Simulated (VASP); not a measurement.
# Cu (C2/m) in VASP: single point with PBEsol

Aim: the single point of Cu with PBEsol.

All numbers are computed with VASP 6.6.1; they aren't measurements. Logs are shortened: lines on timing, memory, paths and dates and some standing lists are left out, and cuts for length are marked.

### Step 1. The cell of the first run

Symmetry: C2/m, No. 12, monoclinic system. The conventional cell has a = 3.865 Å, b = 2.890 Å, c = 2.721 Å, α = 90.00°, β = 131.67°, γ = 90.00°. Cu (site symmetry 2/m) has 14 Cu at 2.41 to 2.89 Å within 3.2 Å.

### Step 2. Single point, PBEsol (strain +0.0525 x Voigt [0, 0, 0, 0, 1, 0])

Input file INCAR:

```
SYSTEM = Cu
  ALGO = Fast
  EDIFF = 1E-6
  ENCUT = 520
  GGA = PS
  ISIF = 2
  ISMEAR = 0
  LASPH = .True.
  LCHARG = .True.
  LELF = .True.
  LREAL = .False.
  LVHAR = .True.
  LWAVE = .False.
  NBANDS = 12
  NELM = 60
  PREC = Accurate
  SIGMA = 0.15
```

Input file KPOINTS:

```
k-points
0
Gamma
  30 30 30
  0 0 0
```

Input file POSCAR:

```
Cu
1.0
   -1.4093915406      1.4450917296      1.3220735412
    1.4807919186     -1.4450917296      1.3979408570
    1.4093915406      1.4450917296     -1.3220735412
Cu
1
Direct
    0.0000000000      0.0000000000      0.0000000000
```

Potentials or basis: VASP PAW PBE potentials, release 64 (Cu).

The run is started by

```
$ cat potpaw_PBE.64/Cu/POTCAR > POTCAR
$ mpirun -np 1 vasp_std > vasp.out
```

OUTCAR:

```text
SYSTEM = Cu
   EDIFF = 1E-6
   ENCUT = 520
   GGA = PS
   ISIF = 2
   ISMEAR = 0
   LASPH = .True.
   LREAL = .False.
   NELM = 60
   PREC = Accurate

 ion  position               nearest neighbor table
   1  0.000  0.000  0.000-

  LATTYP: Found a base centered monoclinic cell.
 ALAT       =     3.8648482315
 B/A-ratio  =     0.7478129246
 C/A-ratio  =     0.7040254116
 COS(beta)  =    -0.6647787524

  Lattice vectors:

 A1 = (   1.4093915406,  -1.4450917296,  -1.3220735412)
 A2 = (   1.4093915406,   1.4450917296,  -1.3220735412)
 A3 = (   0.0714003780,   0.0000000000,   2.7200143982)

Analysis of symmetry for initial positions (statically):
=====================================================================
 Subroutine PRICEL returns:
 Original cell was already a primitive cell.

 Routine SETGRP: Setting up the symmetry group for a
 base centered monoclinic supercell.

 Subroutine GETGRP returns: Found  4 space group operations
 (whereof  4 operations were pure point group operations)
 out of a pool of  4 trial point group operations.

The static configuration has the point symmetry C_2h.

Analysis of symmetry for dynamics (positions and initial velocities):
=====================================================================
 Subroutine PRICEL returns:
 Original cell was already a primitive cell.

 Routine SETGRP: Setting up the symmetry group for a
 base centered monoclinic supercell.

 Subroutine GETGRP returns: Found  4 space group operations
 (whereof  4 operations were pure point group operations)
 out of a pool of  4 trial point group operations.

The dynamic configuration has the point symmetry C_2h.

 Subroutine INISYM returns: Found  4 space group operations
 (whereof  4 operations are pure point group operations),
 and found     1 'primitive' translations

----------------------------------------------------------------------------------------

                                     Primitive cell

  volume of cell :      11.3525

  direct lattice vectors                    reciprocal lattice vectors
    -1.409391541  1.445091730  1.322073541    -0.009657339  0.345998797  0.367898618
     1.480791919 -1.445091730  1.397940857     0.336580037  0.000000000  0.358809887
     1.409391541  1.445091730 -1.322073541     0.346237376  0.345998797 -0.009088731

  length of vectors
     2.412996699  2.497052954  2.412996699     0.505131493  0.491966113  0.489569294

  position of ions in fractional coordinates (direct lattice)
     0.000000000  0.000000000  0.000000000

  ion indices of the primitive-cell ions
   primitive index   ion index
                 1           1

----------------------------------------------------------------------------------------

 KPOINTS: k-points

Automatic generation of k-mesh.
 Grid dimensions read from file:
 generate k-points for:   30   30   30

 Generating k-lattice:

  Cartesian coordinates                     Fractional coordinates (reciprocal lattice)
    -0.000321911  0.011533293  0.012263287     0.033333333  0.000000000  0.000000000
     0.011219335  0.000000000  0.011960330    -0.000000000  0.033333333  0.000000000
     0.011541246  0.011533293 -0.000302958    -0.000000000  0.000000000  0.033333333

  Length of vectors
     0.016837716  0.016398870  0.016318976

  Shift w.r.t. Gamma in fractional coordinates (k-lattice)
     0.000000000  0.000000000  0.000000000

 Subroutine IBZKPT returns following result:
 ===========================================

 Found   6992 irreducible k-points:

 Following reciprocal coordinates:
            Coordinates               Weight
  0.000000  0.000000  0.000000      1.000000
  0.033333 -0.000000  0.000000      4.000000
  0.066667 -0.000000  0.000000      4.000000
  0.100000 -0.000000  0.000000      4.000000
  0.133333 -0.000000  0.000000      4.000000
  0.166667 -0.000000  0.000000      4.000000
[... 16 lines left out ...]
  0.200000  0.033333  0.000000      4.000000
  0.233333  0.033333 -0.000000      4.000000
 [... further k-points ...]
   k-points           NKPTS =   6992   k-points in BZ     NKDIM =   6992   number of bands    NBANDS=     12
   number of dos      NEDOS =    301   number of ions     NIONS =      1
   total plane-waves  NPLWV =   6480
   dimension x,y,z NGX =    18 NGY =   20 NGZ =   18
   dimension x,y,z NGXF=    36 NGYF=   40 NGZF=   36
   ions per type =               1
   NGX,Y,Z   is equivalent  to a cutoff of  12.40, 13.32, 12.40 a.u.
   NGXF,Y,Z  is equivalent  to a cutoff of  24.80, 26.63, 24.80 a.u.
 SYSTEM =  Cu
   PREC   = accura    normal or accurate (medium, high low for compatibility)
   ISTART =      0    job   : 0-new  1-cont  2-samecut
   ICHARG =      2    charge: 1-file 2-atom 10-const
   ISPIN  =      1    spin polarized calculation?
   LNONCOLLINEAR =      F non collinear calculations
   LSORBIT =      F    spin-orbit coupling
   LASPH  =      T    aspherical Exc in radial PAW
   ENCUT  =  520.0 eV  38.22 Ry    6.18 a.u.   4.49  4.64  4.49*2*pi/ulx,y,z
   NELM   =     60;   NELMIN=  2; NELMDL= -5     # of ELM steps
   EDIFF  = 0.1E-05   stopping-criterion for ELM
   LREAL  =      F    real-space projection
   EDIFFG = 0.1E-04   stopping-criterion for IOM
   NSW    =      0    number of steps for IOM
   IBRION =     -1    ionic relax: 0-MD 1-quasi-New 2-CG
   NFREE  =      0    steps in history (QN), initial steepest desc. (CG)
   ISIF   =      2    stress and relaxation
   ISYM   =      2    0-nonsym 1-usesym 2-fastsym
   POTIM  = 0.5000    time-step for ionic-motion
   TEBEG  =    0.0;   TEEND  =   0.0 temperature during run
   PSTRESS=    0.0 pullay stress
   NELECT =      11.0000    total number of electrons
   NUPDOWN=      -1.0000    fix difference up-down
   EMIN   =  10.00;   EMAX   =-10.00  energy-range for DOS
   EFERMI =   0.00;   METHOD = LEGACY
   ISMEAR =     0;   SIGMA  =   0.15  broadening in eV -4-tet -1-fermi 0-gaus
   EFERMI_NEDOS =   21; number of points for ismear=-14 and -15
   IALGO  =     68    algorithm
   IMIX   =      4    mixing-type and parameters
     AMIX     =   0.40;   BMIX     =  1.00
     AMIX_MAG =   1.60;   BMIX_MAG =  1.00
  volume/ion in A,a.u.               =      11.35        76.61
  Fermi-wavevector in a.u.,A,eV,Ry     =   1.619974  3.061308 35.706004  2.624317
  Thomas-Fermi vector in A             =   2.713988
   LORBIT       =      0    0 simple, 1 ext, 2 COOP (PROOUT), +10 PAW based schemes
   GGA     = PS    functional components
   LHFCALC =     F    Hartree Fock is set to
   AEXX    =    0.0000 exact exchange contribution
   IVDW    =     0    specifies the selected vdW correction
   LEPSILON=     F    determine dielectric tensor
   LRPA    =     F    only Hartree local field effects (RPA)
 non-spin polarized calculation
 RMM-DIIS sequential band-by-band and
 Gauss-broadening in eV      SIGMA  =   0.15
  energy-cutoff  :      520.00
  volume of cell :       11.35
 maximum number of plane-waves:       321
 NGX is ok and might be reduce to    18
   NGX =  9   NGY =  9   NGZ =  9

 number of electron      10.9999999 magnetization

 Free energy of the ion-electron system (eV)
  ---------------------------------------------------
  ext. energy  EPLUGINS =         0.00000000
  ---------------------------------------------------
  free energy    TOTEN  =        -4.26219652 eV

  energy without entropy =       -4.25881280  energy(sigma->0) =       -4.26050466

 E-fermi :   7.8918     XC(G=0): -13.1398

 val. band max:        7.8893261649   @ k =   0.1667   0.5000  -0.0000
 cond. band min:       7.8920244566   @ k =   0.3667  -0.2000   0.2333
 fundamental gap:      0.0026982916
 Fermi energy:         7.8917567751

 k-point     1 :       0.0000    0.0000    0.0000
  band No.  band energies     occupation
      1      -1.7892      2.00000
      2       4.4095      2.00000
      3       4.7407      2.00000
      4       4.8572      2.00000
      5       5.6095      2.00000
      6       5.8862      2.00000
      7      32.4157      0.00000
      8      32.6920      0.00000
      9      34.0570      0.00000
     10      36.5844      0.00000
     11      36.6880      0.00000
     12      37.1105      0.00000

 k-point     2 :       0.0333   -0.0000    0.0000
  band No.  band energies     occupation
      1      -1.7440      2.00000
      2       4.4147      2.00000
      3       4.7438      2.00000
      4       4.8565      2.00000
      5       5.6095      2.00000
      6       5.8791      2.00000
      7      32.2833      0.00000
      8      32.4590      0.00000
      9      33.6581      0.00000
     10      35.7496      0.00000
     11      36.2106      0.00000
     12      37.0059      0.00000

 k-point     3 :       0.0667   -0.0000    0.0000
  band No.  band energies     occupation
      1      -1.6088      2.00000
      2       4.4247      2.00000
      3       4.7532      2.00000
      4       4.8583      2.00000
      5       5.6100      2.00000
      6       5.8593      2.00000
      7      31.6741      0.00000
      8      31.9526      0.00000
      9      32.7174      0.00000
     10      34.5667      0.00000
     11      35.8853      0.00000
     12      36.7660      0.00000
[... 286 lines left out ...]
 k-point    23 :       0.2000    0.0333    0.0000
  band No.  band energies     occupation
      1       0.0517      2.00000
      2       4.2625      2.00000
      3       4.6187      2.00000
      4       5.3445      2.00000
      5       5.6659      2.00000
      6       5.7801      2.00000
      7      24.0359      0.00000
      8      27.6270      0.00000
      9      29.7263      0.00000
     10      31.2824      0.00000
     11      34.1583      0.00000
     12      37.1719      0.00000

 k-point    24 :       0.2333    0.0333   -0.0000
  band No.  band energies     occupation
      1       0.5879      2.00000
      2       4.1912      2.00000
      3       4.6061      2.00000
      4       5.5230      2.00000
      5       5.6652      2.00000
      6       5.8107      2.00000
      7      22.2533      0.00000
      8      26.8799      0.00000
      9      29.0293      0.00000
     10      30.8529      0.00000
     11      33.7819      0.00000
     12      37.7316      0.00000

 [... further k-points ...]

------------------------ aborting loop because EDIFF is reached ----------------------------------------

  FORCE on cell =-STRESS in cart. coord.  units (eV):
  Direction    XX          YY          ZZ          XY          YZ          ZX
  --------------------------------------------------------------------------------------
  -------------------------------------------------------------------------------------
  Total        0.0838587      0.1174337      0.0825346      0.0000000     -0.0000000     -0.3876285
  in kB       11.8349464     16.5733667     11.6480631      0.0000000     -0.0000000    -54.7058362
  external PRESSURE =      13.3521254 kB  Pullay stress =       0.0000000 kB

 VOLUME and BASIS-vectors are now :
 -----------------------------------------------------------------------------
  energy-cutoff  :      520.00
  volume of cell :       11.35
      direct lattice vectors                 reciprocal lattice vectors
    -1.409391541  1.445091730  1.322073541    -0.009657339  0.345998797  0.367898618
     1.480791919 -1.445091730  1.397940857     0.336580037  0.000000000  0.358809887
     1.409391541  1.445091730 -1.322073541     0.346237376  0.345998797 -0.009088731

 POSITION                                       TOTAL-FORCE (eV/Angst)
 -----------------------------------------------------------------------------------
      0.00000      0.00000      0.00000         0.000000      0.000000      0.000000
 -----------------------------------------------------------------------------------
    total drift:                                0.000000     -0.000000      0.000000

  FREE ENERGIE OF THE ION-ELECTRON SYSTEM (eV)
  ---------------------------------------------------
  free  energy   TOTEN  =        -4.2621965159 eV

  energy  without entropy=       -4.2588128037  energy(sigma->0) =       -4.26050466
```

Wall time 5.7 min (1 thread of Intel Xeon 6975P-C (Granite Rapids), shared host); peak memory 0.98 GiB.

Results:

* Free energy: -4.2622 eV
* Pressure: 1.3 GPa

Stress tensor (GPa, compression positive):
```
 1.18  0.00 -5.47
 0.00  1.66  0.00
-5.47  0.00  1.16
```

Caveat: the cell differs from its parent crystal (strain +0.0525 x Voigt [0, 0, 0, 0, 1, 0]); the PAW data sets were made with another functional, which shifts forces and pressure a little.
